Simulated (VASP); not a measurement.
Wanted: the native input for a VASP 6.6.1 run.

```yaml
Task: single point
Functional: r2SCAN
Potentials_or_basis: VASP PAW PBE potentials, release 64 (K_sv, Br)
Cutoff: 520 eV
k_mesh: 6 × 6 × 6
Occupations: gaussian, width 0.05 eV
Spin: no spin polarisation
Dipole_correction: no
Further_INCAR_settings: ALGO = Normal; EDIFF = 1e-06; NBANDS = 15
```

KBr:

```
CELL_PARAMETERS angstrom
0.00000 3.12787 3.37481
3.12787 0.00000 3.37481
3.12787 3.12787 0.00000
ATOMIC_POSITIONS crystal
K 0.00000 0.00000 0.00000
Br 0.50000 0.50000 0.50000
```

This cell differs from its parent crystal: strain -0.050 along x and y, +0.025 along z.

The input as run:

POSCAR

```
KBr
1.0
    0.0000000000      3.1278750000      3.3748125000
    3.1278750000      0.0000000000      3.3748125000
    3.1278750000      3.1278750000      0.0000000000
K Br
1 1
Direct
    0.0000000000      0.0000000000      0.0000000000
    0.5000000000      0.5000000000      0.5000000000
```

INCAR.step1

```
ALGO = Normal ; EDIFF = 1E-4
ENCUT = 520 ; GGA = PE
ISMEAR = 0 ; LASPH = True
LCHARG = False ; LREAL = False
LWAVE = True ; NBANDS = 15
NELM = 100 ; PREC = Accurate
SIGMA = 0.05
```

INCAR.step2

```
ALGO = Normal ; EDIFF = 1E-6
ENCUT = 520 ; ISIF = 2
ISMEAR = 0 ; ISTART = 1
LASPH = True ; LCHARG = False
LMIXTAU = True ; LREAL = False
LWAVE = False ; METAGGA = R2SCAN
NBANDS = 15 ; NELM = 100
PREC = Accurate ; SIGMA = 0.05
```

KPOINTS

```
k-points
0
Gamma
  6 6 6
```

Potentials or basis: VASP PAW PBE potentials, release 64 (K_sv, Br).

Launch:

```sh
$ cat potpaw_PBE.64/K_sv/POTCAR potpaw_PBE.64/Br/POTCAR > POTCAR
$ cp INCAR.step1 INCAR
$ mpirun -np 1 vasp_std > vasp.out
$ cp INCAR.step2 INCAR
$ mpirun -np 1 vasp_std > vasp.out
```

Results of the run:

```yaml
Pressure: 2.1 GPa
Band_gap_on_the_k_mesh: 5.28 eV, direct
```

Caveat: the cell differs from its parent crystal (strain -0.050 along x and y, +0.025 along z); the PAW data sets were made with another functional, which shifts forces and pressure a little.

Wall time 52 s on 1 thread of Intel(R) Xeon(R) 6975P-C (Granite Rapids), on a shared host, peak memory 0.22 GiB.
